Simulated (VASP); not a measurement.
# Ti (I4/mmm) in VASP: notebook

Runs on Ti. Level: r2SCAN. Tasks: single point.

Program: VASP 6.6.1. These are calculated values, not measurements. Logs are shortened: lines on timing, memory, paths and dates and some standing lists are left out, and cuts for length are marked.

### 1 The cell of the first run

Symmetry: I4/mmm, No. 139, tetragonal system. Conventional cell: a = 2.871 Å, b = 2.871 Å, c = 4.141 Å, α = 90.00°, β = 90.00°, γ = 90.00°. Within 3.8 Å of Ti (site symmetry 4/mmm) lie 12 Ti at 2.87 to 2.90 Å.

### 2 Single point, r2SCAN (strain +0.0200 x Voigt [0, 0, 1, 0, 0, 0])

Contents of POSCAR:

```
Ti
1.0
    0.0000000000      2.0300000000      2.0706000000
    2.0300000000      0.0000000000      2.0706000000
    2.0300000000      2.0300000000      0.0000000000
Ti
1
Direct
    0.0000000000      0.0000000000      0.0000000000
```

Contents of INCAR.step1:

```
PREC = Accurate ; ENCUT = 520
ISMEAR = 0 ; SIGMA = 0.15
LREAL = False ; LASPH = True
NELM = 80 ; NBANDS = 12
GGA = PE ; ALGO = Normal
EDIFF = 1E-4 ; LWAVE = True
LCHARG = False
```

Contents of INCAR.step2:

```
PREC = Accurate ; ENCUT = 520
EDIFF = 1E-6 ; ISMEAR = 0
SIGMA = 0.15 ; LREAL = False
LASPH = True ; NELM = 80
ALGO = Normal ; ISIF = 2
LWAVE = False ; LCHARG = False
METAGGA = R2SCAN ; LMIXTAU = True
NBANDS = 12 ; ISTART = 1
```

Contents of KPOINTS:

```
regular mesh
0
Gamma
  20 20 20
```

Potentials or basis: VASP PAW PBE potentials, release 64 (Ti_sv).

Command:

```bash
cat potpaw_PBE.64/Ti_sv/POTCAR > POTCAR
cp INCAR.step1 INCAR
mpirun -np 1 vasp_std > vasp.out
cp INCAR.step2 INCAR
mpirun -np 1 vasp_std > vasp.out
```

OUTCAR:

```text
PREC = Accurate
   ENCUT = 520
   EDIFF = 1E-6
   ISMEAR = 0
   LREAL = False
   LASPH = True
   NELM = 80
   ISIF = 2
   METAGGA = R2SCAN
   ISTART = 1

 ion  position               nearest neighbor table
   1  0.000  0.000  0.000-

  LATTYP: Found a body centered tetragonal cell.
 ALAT       =     2.8708535316
 C/A-ratio  =     1.4424978336

  Lattice vectors:

 A1 = (  -2.0300000000,   0.0000000000,   2.0706000000)
 A2 = (   2.0300000000,   0.0000000000,   2.0706000000)
 A3 = (   0.0000000000,   2.0300000000,  -2.0706000000)

Analysis of symmetry for initial positions (statically):
=====================================================================
 Subroutine PRICEL returns:
 Original cell was already a primitive cell.

 Routine SETGRP: Setting up the symmetry group for a
 body centered tetragonal supercell.

 Subroutine GETGRP returns: Found 16 space group operations
 (whereof 16 operations were pure point group operations)
 out of a pool of 16 trial point group operations.

The static configuration has the point symmetry D_4h.

Analysis of symmetry for dynamics (positions and initial velocities):
=====================================================================
 Subroutine PRICEL returns:
 Original cell was already a primitive cell.

 Routine SETGRP: Setting up the symmetry group for a
 body centered tetragonal supercell.

 Subroutine GETGRP returns: Found 16 space group operations
 (whereof 16 operations were pure point group operations)
 out of a pool of 16 trial point group operations.

The dynamic configuration has the point symmetry D_4h.

 Subroutine INISYM returns: Found 16 space group operations
 (whereof 16 operations are pure point group operations),
 and found     1 'primitive' translations

----------------------------------------------------------------------------------------

                                     Primitive cell

  volume of cell :      17.0655

  direct lattice vectors                    reciprocal lattice vectors
     0.000000000  2.030000000  2.070600000    -0.246305419  0.246305419  0.241475901
     2.030000000  0.000000000  2.070600000     0.246305419 -0.246305419  0.241475901
     2.030000000  2.030000000  0.000000000     0.246305419  0.246305419 -0.241475901

  length of vectors
     2.899704185  2.899704185  2.870853532     0.423843520  0.423843520  0.423843520

  position of ions in fractional coordinates (direct lattice)
     0.000000000  0.000000000  0.000000000

  ion indices of the primitive-cell ions
   primitive index   ion index
                 1           1

----------------------------------------------------------------------------------------

 KPOINTS: regular mesh

Automatic generation of k-mesh.
 Grid dimensions read from file:
 generate k-points for:   20   20   20

 Generating k-lattice:

  Cartesian coordinates                     Fractional coordinates (reciprocal lattice)
    -0.012315271  0.012315271  0.012073795     0.050000000 -0.000000000  0.000000000
     0.012315271 -0.012315271  0.012073795    -0.000000000  0.050000000  0.000000000
     0.012315271  0.012315271 -0.012073795     0.000000000  0.000000000  0.050000000

  Length of vectors
     0.021192176  0.021192176  0.021192176

  Shift w.r.t. Gamma in fractional coordinates (k-lattice)
     0.000000000  0.000000000  0.000000000

 Subroutine IBZKPT returns following result:
 ===========================================

 Found    641 irreducible k-points:

 Following reciprocal coordinates:
            Coordinates               Weight
  0.000000  0.000000  0.000000      1.000000
  0.050000  0.000000  0.000000      8.000000
  0.100000  0.000000  0.000000      8.000000
  0.150000  0.000000  0.000000      8.000000
  0.200000  0.000000  0.000000      8.000000
  0.250000  0.000000  0.000000      8.000000
[... 16 lines left out ...]
 -0.400000  0.050000  0.000000      8.000000
 -0.350000  0.050000  0.000000      8.000000
 [... further k-points ...]
   k-points           NKPTS =    641   k-points in BZ     NKDIM =    641   number of bands    NBANDS=     12
   number of dos      NEDOS =    301   number of ions     NIONS =      1
   total plane-waves  NPLWV =  13824
   dimension x,y,z NGX =    24 NGY =   24 NGZ =   24
   dimension x,y,z NGXF=    48 NGYF=   48 NGZF=   48
   ions per type =               1
   NGX,Y,Z   is equivalent  to a cutoff of  13.76, 13.76, 13.90 a.u.
   NGXF,Y,Z  is equivalent  to a cutoff of  27.52, 27.52, 27.80 a.u.
 SYSTEM =  unknown system
   PREC   = accura    normal or accurate (medium, high low for compatibility)
   ISTART =      1    job   : 0-new  1-cont  2-samecut
   ICHARG =      0    charge: 1-file 2-atom 10-const
   ISPIN  =      1    spin polarized calculation?
   LNONCOLLINEAR =      F non collinear calculations
   LSORBIT =      F    spin-orbit coupling
   LASPH  =      T    aspherical Exc in radial PAW
   ENCUT  =  520.0 eV  38.22 Ry    6.18 a.u.   5.39  5.39  5.34*2*pi/ulx,y,z
   NELM   =     80;   NELMIN=  2; NELMDL=  0     # of ELM steps
   EDIFF  = 0.1E-05   stopping-criterion for ELM
   LREAL  =      F    real-space projection
   EDIFFG = 0.1E-04   stopping-criterion for IOM
   NSW    =      0    number of steps for IOM
   IBRION =     -1    ionic relax: 0-MD 1-quasi-New 2-CG
   NFREE  =      0    steps in history (QN), initial steepest desc. (CG)
   ISIF   =      2    stress and relaxation
   ISYM   =      2    0-nonsym 1-usesym 2-fastsym
   POTIM  = 0.5000    time-step for ionic-motion
   TEBEG  =    0.0;   TEEND  =   0.0 temperature during run
   PSTRESS=    0.0 pullay stress
   NELECT =      12.0000    total number of electrons
   NUPDOWN=      -1.0000    fix difference up-down
   EMIN   =  10.00;   EMAX   =-10.00  energy-range for DOS
   EFERMI =   0.00;   METHOD = LEGACY
   ISMEAR =     0;   SIGMA  =   0.15  broadening in eV -4-tet -1-fermi 0-gaus
   EFERMI_NEDOS =   21; number of points for ismear=-14 and -15
   IALGO  =     38    algorithm
   IMIX   =      4    mixing-type and parameters
     AMIX     =   0.40;   BMIX     =  1.00
     AMIX_MAG =   1.60;   BMIX_MAG =  1.00
  volume/ion in A,a.u.               =      17.07       115.16
  Fermi-wavevector in a.u.,A,eV,Ry     =   1.455780  2.751026 28.834774  2.119296
  Thomas-Fermi vector in A             =   2.572775
   LORBIT       =      0    0 simple, 1 ext, 2 COOP (PROOUT), +10 PAW based schemes
   METAGGA = R2SCAN    functional components
   LHFCALC =     F    Hartree Fock is set to
   AEXX    =    0.0000 exact exchange contribution
   IVDW    =     0    specifies the selected vdW correction
   LEPSILON=     F    determine dielectric tensor
   LRPA    =     F    only Hartree local field effects (RPA)
 non-spin polarized calculation
 Gauss-broadening in eV      SIGMA  =   0.15
  energy-cutoff  :      520.00
  volume of cell :       17.07
 maximum number of plane-waves:       475
 NGX is ok and might be reduce to    24
   NGX = 11   NGY = 11   NGZ = 11

 number of electron      12.0000002 magnetization

 Free energy of the ion-electron system (eV)
  ---------------------------------------------------
  ext. energy  EPLUGINS =         0.00000000
  ---------------------------------------------------
  free energy    TOTEN  =       -12.88514895 eV

  energy without entropy =      -12.86772732  energy(sigma->0) =      -12.87643814

 E-fermi :   8.4218     XC(G=0): -12.5023

 val. band max:        8.4203395375   @ k =  -0.3500   0.3000   0.0500
 cond. band min:       8.4229647310   @ k =   0.4000   0.0500   0.0000
 fundamental gap:      0.0026251935
 Fermi energy:         8.4218291176

 k-point     1 :       0.0000    0.0000    0.0000
  band No.  band energies     occupation
      1     -50.5896      2.00000
      2     -25.3730      2.00000
      3     -25.3718      2.00000
      4     -25.3718      2.00000
      5       1.9123      2.00000
      6       9.3314      0.00000
      7       9.4908      0.00000
      8       9.4908      0.00000
      9      11.1858      0.00000
     10      11.3710      0.00000
     11      24.3063      0.00000
     12      28.9352      0.00000

 k-point     2 :       0.0500    0.0000    0.0000
  band No.  band energies     occupation
      1     -50.5863      2.00000
      2     -25.3910      2.00000
      3     -25.3752      2.00000
      4     -25.3739      2.00000
      5       1.9980      2.00000
      6       9.3238      0.00000
      7       9.4724      0.00000
      8       9.5223      0.00000
      9      11.1662      0.00000
     10      11.3475      0.00000
     11      24.3808      0.00000
     12      28.4677      0.00000

 k-point     3 :       0.1000    0.0000    0.0000
  band No.  band energies     occupation
      1     -50.5767      2.00000
      2     -25.4453      2.00000
      3     -25.3825      2.00000
      4     -25.3799      2.00000
      5       2.2505      2.00000
      6       9.2076      0.00000
      7       9.5130      0.00000
      8       9.6083      0.00000
      9      11.1202      0.00000
     10      11.2886      0.00000
     11      24.5387      0.00000
     12      27.1137      0.00000
[... 286 lines left out ...]
 k-point    23 :      -0.4000    0.0500    0.0000
  band No.  band energies     occupation
      1     -50.4591      2.00000
      2     -26.0598      2.00000
      3     -25.4852      2.00000
      4     -25.4478      2.00000
      5       5.5618      2.00000
      6       8.5675      0.16950
      7       9.2907      0.00000
      8       9.5530      0.00000
      9      12.0211      0.00000
     10      12.4122      0.00000
     11      17.9497      0.00000
     12      23.7885      0.00000

 k-point    24 :      -0.3500    0.0500    0.0000
  band No.  band energies     occupation
      1     -50.4725      2.00000
      2     -25.9915      2.00000
      3     -25.4770      2.00000
      4     -25.4372      2.00000
      5       5.2285      2.00000
      6       8.3783      1.31830
      7       9.3776      0.00000
      8       9.6406      0.00000
      9      11.7484      0.00000
     10      12.1870      0.00000
     11      18.9756      0.00000
     12      24.1070      0.00000

 [... further k-points ...]

------------------------ aborting loop because EDIFF is reached ----------------------------------------

  FORCE on cell =-STRESS in cart. coord.  units (eV):
  Direction    XX          YY          ZZ          XY          YZ          ZX
  --------------------------------------------------------------------------------------
  -------------------------------------------------------------------------------------
  Total        0.2797163      0.2797163      0.2080162      0.0000000      0.0000000      0.0000000
  in kB       26.2609241     26.2609241     19.5294290      0.0000000      0.0000000      0.0000000
  external PRESSURE =      24.0170924 kB  Pullay stress =       0.0000000 kB

 VOLUME and BASIS-vectors are now :
 -----------------------------------------------------------------------------
  energy-cutoff  :      520.00
  volume of cell :       17.07
      direct lattice vectors                 reciprocal lattice vectors
     0.000000000  2.030000000  2.070600000    -0.246305419  0.246305419  0.241475901
     2.030000000  0.000000000  2.070600000     0.246305419 -0.246305419  0.241475901
     2.030000000  2.030000000  0.000000000     0.246305419  0.246305419 -0.241475901

 POSITION                                       TOTAL-FORCE (eV/Angst)
 -----------------------------------------------------------------------------------
      0.00000      0.00000      0.00000         0.000000      0.000000      0.000000
 -----------------------------------------------------------------------------------
    total drift:                                0.000000      0.000000     -0.000000

  FREE ENERGIE OF THE ION-ELECTRON SYSTEM (eV)
  ---------------------------------------------------
  free  energy   TOTEN  =       -12.8851489499 eV

  energy  without entropy=      -12.8677273237  energy(sigma->0) =      -12.87643814
```

Run time: 4.5 min. Hardware: 1 thread of Intel Xeon Platinum 8488C (Sapphire Rapids), shared host; peak memory 0.24 GiB.

Results:

```yaml
Free_energy: -12.8851 eV
Pressure: 2.4 GPa
Band_gap_on_the_k_mesh: zero (bands 6 and 7 overlap by 1.44 eV)
```

Caveat: the cell differs from its parent crystal (strain +0.0200 x Voigt [0, 0, 1, 0, 0, 0]); the PAW data sets were made with another functional, which shifts forces and pressure a little.

### 3 Single point, r2SCAN (strain +0.0300 x Voigt [0, 0, 1, 0, 0, 0])

Contents of POSCAR:

```
Ti
1.0
    0.0000000000      2.0300000000      2.0909000000
    2.0300000000      0.0000000000      2.0909000000
    2.0300000000      2.0300000000      0.0000000000
Ti
1
Direct
    0.0000000000      0.0000000000      0.0000000000
```

Contents of INCAR.step1:

```
  PREC = Accurate
  ENCUT = 520
  ISMEAR = 0
  SIGMA = 0.15
  LREAL = False
  LASPH = True
  NELM = 60
  NBANDS = 12
  GGA = PE
  ALGO = Normal
  EDIFF = 1E-4
  LWAVE = True
  LCHARG = False
```

Contents of INCAR.step2:

```
  PREC = Accurate
  ENCUT = 520
  EDIFF = 1E-6
  ISMEAR = 0
  SIGMA = 0.15
  LREAL = False
  LASPH = True
  NELM = 60
  ALGO = Normal
  ISIF = 2
  LWAVE = False
  LCHARG = True
  METAGGA = R2SCAN
  LMIXTAU = True
  LELF = True
  LVHAR = True
  NBANDS = 12
  ISTART = 1
```

Contents of KPOINTS:

```
Automatic mesh
0
Gamma
  20 20 20
```

Potentials or basis: VASP PAW PBE potentials, release 64 (Ti_sv).

Command:

```bash
cat potpaw_PBE.64/Ti_sv/POTCAR > POTCAR
cp INCAR.step1 INCAR
mpirun -np 1 vasp_std > vasp.out
cp INCAR.step2 INCAR
mpirun -np 1 vasp_std > vasp.out
```

Wall time 4.5 min (1 thread of Intel Xeon Platinum 8488C (Sapphire Rapids), shared host); peak memory 0.25 GiB.

Results (log left out):

* Free energy: -12.8866 eV
* Pressure: 1.3 GPa
* Band gap on the k mesh: zero (bands 6 and 7 overlap by 1.44 eV)

Stress tensor (GPa, compression positive):
```
1.58 0.00 0.00
0.00 1.58 0.00
0.00 0.00 0.59
```

Levels at points of the mesh, in eV from the Fermi level:
```csv
k point,band 3,band 4,band 5,band 6,band 7,band 8,band 9,band 10
"(0.00, 0.00, 0.00)",-33.82,-33.82,-6.49,0.85,1.09,1.09,2.69,2.96
"(0.50, 0.00, 0.00)",-33.93,-33.90,-2.72,0.47,0.81,1.07,3.81,3.92
"(0.50, 0.50, 0.00)",-34.05,-34.05,-2.68,-1.74,2.46,3.94,4.10,4.10
"(0.50, 0.00, 0.50)",-34.10,-34.06,-2.68,-1.82,3.05,3.92,4.02,4.20
```

Caveat: the cell differs from its parent crystal (strain +0.0300 x Voigt [0, 0, 1, 0, 0, 0]); the PAW data sets were made with another functional, which shifts forces and pressure a little.
